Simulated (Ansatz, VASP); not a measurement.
**AlN: VASP beside Ansatz**

Contents of POSCAR:

```
AlN
1.0
    3.1130000000      0.0000000000      0.0000000000
   -1.5565000000      2.6959370800      0.0000000000
    0.0000000000      0.0000000000      4.9810000000
Al N
2 2
Direct
    0.3333333333      0.6666666667      0.0000000000
    0.6666666667      0.3333333333      0.5000000000
    0.3333333333      0.6666666667      0.3800000000
    0.6666666667      0.3333333333      0.8800000000
```

The input INCAR.step1:

```
PREC = Accurate
ENCUT = 520
EDIFF = 1E-5
ISMEAR = 0
SIGMA = 0.01
LREAL = False
LASPH = True
NELM = 100
ALGO = Normal
ISIF = 2
LWAVE = True
LCHARG = False
NBANDS = 16
GGA = PE
```

INCAR.step2

```
PREC = Accurate
ENCUT = 520
EDIFF = 1E-6
ISMEAR = 0
SIGMA = 0.01
LREAL = False
LASPH = True
NELM = 100
ALGO = Normal
ISIF = 2
LWAVE = False
LCHARG = False
GGA = PE
LHFCALC = True
HFSCREEN = 0.2079
PRECFOCK = Normal
NBANDS = 16
ISTART = 1
```

KPOINTS

```
regular mesh
0
Gamma
  6 6 4
```

Input for Ansatz:

```yaml
crystal:
  lattice:
    - [3.113, 0.0, 0.0]
    - [-1.5565, 2.69593708, 0.0]
    - [0.0, 0.0, 4.981]
  atoms:
    - { symbol: Al, position: [0.3333333333333333, 0.6666666666666666, 0.0] }
    - { symbol: Al, position: [0.6666666666666666, 0.3333333333333333, 0.5] }
    - { symbol: "N", position: [0.3333333333333333, 0.6666666666666666, 0.38] }
    - { symbol: "N", position: [0.6666666666666666, 0.3333333333333333, 0.88] }
kpoints:
  mp_grid:
    grid: [6, 6, 4]
    shift: [0.0, 0.0, 0.0]
hamiltonian:
  xc: hse06
scf:
  occupations:
    method: fixed
output:
  eigenvalues: true
```

Alike in both runs: task single point; functional HSE06; k mesh 6 × 6 × 4; no spin polarisation.

```csv
,VASP,Ansatz
version,VASP 6.6.1,Ansatz 0.2.0
potentials or method,"VASP PAW PBE potentials, release 64 (Al, N)","plane waves, PAW"
plane-wave cutoff (eV),520,420
occupations,"gaussian, width 0.01 eV",fixed
valence electrons in the cell,16,16
```

Ansatz gave:

- gap on the k mesh at the Fermi level (eV): 5.58

Task: Which values does VASP return?

Result: gap on the k mesh at the Fermi level (eV): 5.57.
